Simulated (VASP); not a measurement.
# SnSe2 (P-3m1) in VASP: a series of runs, part 3 of 3

VASP 6.6.1. The steps go on from the part before.

## Step 5: Single point, PBE+D3(BJ)

This run uses another cell than the first one, of 25.58 Å³/atom, 1.099 times its volume.

INCAR

```
SYSTEM = SnSe2
PREC = Accurate ; ENCUT = 520
EDIFF = 1E-7 ; ISMEAR = 0
SIGMA = 0.01 ; LREAL = .False.
LASPH = .True. ; NELM = 100
ALGO = Normal ; ISIF = 2
LWAVE = .False. ; LCHARG = .True.
GGA = PE ; IVDW = 12
LELF = .True. ; LVHAR = .True.
NBANDS = 20
```

KPOINTS

```
regular mesh
0
Gamma
  12 12 6
  0 0 0
```

POSCAR

```
SnSe2
1.0
    3.8397304827      0.0000000000      0.0000000000
   -1.9198652413      3.3253041417      0.0000000000
    0.0000000000      0.0000000000      6.0097791120
Sn Se
1 2
Direct
    0.0000000000      0.0000000000      0.0000000000
    0.3333333333      0.6666666667      0.2651797791
    0.6666666667      0.3333333333      0.7348202209
```

On the command line:

```
> cat potpaw_PBE.64/Sn_d/POTCAR potpaw_PBE.64/Se/POTCAR > POTCAR
> mpirun -np 1 vasp_std > vasp.out
```

Run time: 77 s. Hardware: 1 thread of AMD EPYC 9R45 (Zen 5), shared host; peak memory 0.27 GiB.

The run converged. Its results:

| Property | Result |
| --- | --- |
| Free energy | -12.8984 eV |
| Pressure | 0.1 GPa |
| Largest force | 0.014 eV/Å |
| Band gap on the k mesh | 0.34 eV, indirect (least direct gap 0.81 eV) |
| Dispersion energy per atom | -0.364 eV |

Forces on the atoms (eV/Å):
```
Sn   0.000  0.000  0.000
Se   0.000  0.000  0.014
Se   0.000  0.000 -0.014
```

Levels at points of the mesh, in eV from the valence-band top:
```csv
k point,band 11,band 12,band 13,band 14,band 15,band 16
"(0.00, 0.00, 0.00)",-0.58,-0.58,-0.14,0.68,2.89,4.46
"(0.50, 0.00, 0.00)",-2.69,-1.70,-0.40,1.09,3.48,4.87
"(0.00, 0.00, 0.50)",-0.91,-0.32,-0.32,2.37,2.75,4.07
"(0.50, 0.00, 0.50)",-2.08,-1.13,-1.01,0.59,3.88,4.50
```

Caveat: spin-orbit coupling is left out, which moves the levels of the heavy elements.

## Step 6: Relaxation of cell and atoms, PBE+D3(BJ)

This run uses another cell than the first one, of 25.58 Å³/atom, 1.099 times its volume.

INCAR

```
ALGO     = Normal         # electronic algorithm
EDIFF    = 1E-6           # SCF threshold, eV
EDIFFG   = -0.001         # ionic threshold
ENCUT    = 600            # plane-wave cutoff, eV
GGA      = PE             # functional
IBRION   = 2              # ionic algorithm
ISIF     = 3              # what is computed and relaxed
ISMEAR   = 0              # smearing method
IVDW     = 12             # dispersion correction
LASPH    = True           # aspherical terms in the spheres
LCHARG   = False          # write CHGCAR
LREAL    = False          # projectors in reciprocal space
LWAVE    = False          # write WAVECAR
NELM     = 100            # most SCF steps
NSW      = 80             # ionic steps
PREC     = Accurate       # precision mode
SIGMA    = 0.01           # smearing width, eV
```

KPOINTS

```
k-points
0
Gamma
  12 12 6
```

POSCAR

```
SnSe2
1.0
    3.8380776403      0.0000000000      0.0000000000
   -1.9190388201      3.3238727382      0.0000000000
    0.0000000000      0.0000000000      6.0146785232
Sn Se
1 2
Direct
    0.0000000000      0.0000000000      0.0000000000
    0.3333333333      0.6666666667      0.2650914459
    0.6666666667      0.3333333333      0.7349085541
```

Potentials or basis: VASP PAW PBE potentials, release 64 (Sn_d, Se).

On the command line:

```
> cat potpaw_PBE.64/Sn_d/POTCAR potpaw_PBE.64/Se/POTCAR > POTCAR
> mpirun -np 1 vasp_std > vasp.out
```

Wall time 13 min (1 thread of AMD EPYC 9R45 (Zen 5), shared host); peak memory 0.31 GiB.

It converged, with:

```
Free energy                            : -12.8984 eV
Relaxed volume                         : 25.59 Å³/atom
Relaxed cell                           : a = 3.841 Å, b = 3.841 Å, c = 6.009 Å, α = 90.00°, β = 90.00°, γ = 120.00°
Space group after relaxing (to 0.05 Å) : P-3m1 (No. 164)
Energy gained by relaxing              : 0.0 meV/atom
Ionic steps                            : 48
Pressure after relaxing                : 0.0 GPa
Band gap on the k mesh                 : 0.34 eV, indirect (least direct gap 0.81 eV)
Dispersion energy per atom             : -0.364 eV
```

Final structure:
```
Sn Se
1.0
     3.84084    0.00000    0.00000
    -1.92042    3.32627    0.00000
     0.00000    0.00000    6.00866
Sn Se
1 2
Direct
  0.00000 0.00000 0.00000
  0.33333 0.66667 0.26543
  0.66667 0.33333 0.73457
```

Levels at points of the mesh, in eV from the valence-band top:
```
           k point  band 10  band 11  band 12  band 13  band 14  band 15  band 16  band 17
(0.00, 0.00, 0.00)    -0.74    -0.58    -0.58    -0.14     0.67     2.89     4.46     4.46
(0.50, 0.00, 0.00)    -3.26    -2.69    -1.71    -0.40     1.08     3.47     4.86     4.98
(0.00, 0.00, 0.50)    -0.91    -0.91    -0.32    -0.32     2.36     2.75     4.07     4.07
(0.50, 0.00, 0.50)    -2.40    -2.08    -1.13    -1.02     0.58     3.87     4.50     5.71
```

Caveat: spin-orbit coupling is left out, which moves the levels of the heavy elements. A k mesh can miss the band edges.

## Step 7: The runs side by side

| task | cell | k mesh | cutoff (eV) | smearing | gap on the mesh (eV) | pressure (GPa) | relaxed volume (Å³/atom) | largest force (eV/Å) |
| --- | --- | --- | --- | --- | --- | --- | --- | --- |
| single point | a = 3.787, b = 3.787, c = 5.623 Å, angles 90.0, 90.0, 120.0°, 3 atoms | 12 × 12 × 6 | 520 | gaussian 0.02 eV | none | 4.1 | - | 0.01 |
| relaxation of cell and atoms | relaxed from a = 3.811, b = 3.811, c = 6.136 Å, angles 90.0, 90.0, 120.0°, 3 atoms | 6 × 6 × 4 | 600 | gaussian 0.1 eV | 0.62 | 0.1 | 25.60 | 0.01 |
| single point | a = 3.805, b = 3.805, c = 5.752 Å, angles 90.0, 90.0, 120.0°, 3 atoms | 12 × 12 × 6 | 520 | gaussian 0.02 eV | 0.07 | 2.5 | - | 0.01 |
| single point | a = 3.840, b = 3.840, c = 6.010 Å, angles 90.0, 90.0, 120.0°, 3 atoms | 12 × 12 × 6 | 520 | gaussian 0.01 eV | 0.34 | 0.1 | - | 0.01 |
| relaxation of cell and atoms | relaxed from a = 3.838, b = 3.838, c = 6.015 Å, angles 90.0, 90.0, 120.0°, 3 atoms | 12 × 12 × 6 | 600 | gaussian 0.01 eV | 0.34 | 0.0 | 25.59 | - |

Alike in all rows: level PBE+D3(BJ); potentials or basis VASP PAW PBE potentials, release 64 (Sn_d, Se); no spin polarisation.

Caveats: spin-orbit coupling is left out, which moves the levels of the heavy elements; pairwise dispersion overbinds metals, which lowers pressure and volume (some runs); the relaxation stopped at a loose force limit of 0.05 eV/Å, so its end isn't a converged minimum (some runs).

Absolute energies hang on the potentials; compare differences alone.
